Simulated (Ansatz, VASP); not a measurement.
**Ru in VASP and in Ansatz**

The input INCAR:

```
SYSTEM = Ru
PREC = Accurate ; ENCUT = 520
EDIFF = 1E-7 ; ISMEAR = -1
SIGMA = 0.03 ; LREAL = .False.
LASPH = .True. ; NELM = 100
ALGO = Normal ; ISIF = 2
LWAVE = .False. ; LCHARG = .False.
GGA = PE ; NBANDS = 21
```

File KPOINTS:

```
regular mesh
0
Gamma
  13 13 7
  0 0 0
```

POSCAR

```
Ru
1.0
    2.7235595794      0.0000000000      0.0000000000
   -1.3617797897      2.3586717845      0.0000000000
    0.0000000000      0.0000000000      4.2890849607
Ru
2
Direct
    0.3333333333      0.6666666667      0.2500000000
    0.6666666667      0.3333333333      0.7500000000
```

Input for Ansatz:

```yaml
crystal:
  lattice:
    - [2.7235595794, 0.0, 0.0]
    - [-1.3617797897, 2.3586717845, 0.0]
    - [0.0, 0.0, 4.2890849607]
  atoms:
    - { symbol: Ru, position: [0.3333333333, 0.6666666667, 0.25] }
    - { symbol: Ru, position: [0.6666666667, 0.3333333333, 0.75] }
hamiltonian:
  xc: pbe
  pseudopotentials:
    kind: paw
    azcp:
      Ru: "pseudopotentials/Ru.paw.azcp"
basis:
  ecutwfc: 420
  fft_grid_basis: typed
kpoints:
  mp_grid: { grid: [13, 13, 7], shift: [0, 0, 0] }
magnetization:
  spin_polarized: false
scf:
  occupations: { method: fermi_dirac, width: 0.03 }
  lower_state_search: "off"
output:
  stress: true
  write_density: true
  write_potential: true
  elf: true
  volumetric_format: npy
```

Alike in both runs: task single point; functional PBE; k mesh 13 × 13 × 7; occupations fermi-dirac, width 0.03 eV; no spin polarisation.

```csv
,VASP,Ansatz
version,VASP 6.6.1,Ansatz 0.2.0
potentials or method,"VASP PAW PBE potentials, release 64 (Ru_pv), cutoff 520 eV","plane waves (420 eV) with PAW, scalar-relativistic"
valence electrons in the cell,28,32
```

|  | VASP | Ansatz | Ansatz less VASP |
| --- | --- | --- | --- |
| pressure (GPa) | -0.3 | -0.2 | +0.10 |
| traceless stress, the component that is largest in VASP (GPa) | 0.31 | 0.29 | -0.018 |

VASP's potentials hold 28 valence electrons a cell and Ansatz's 32, so a difference there can come from the potentials and not from the codes.
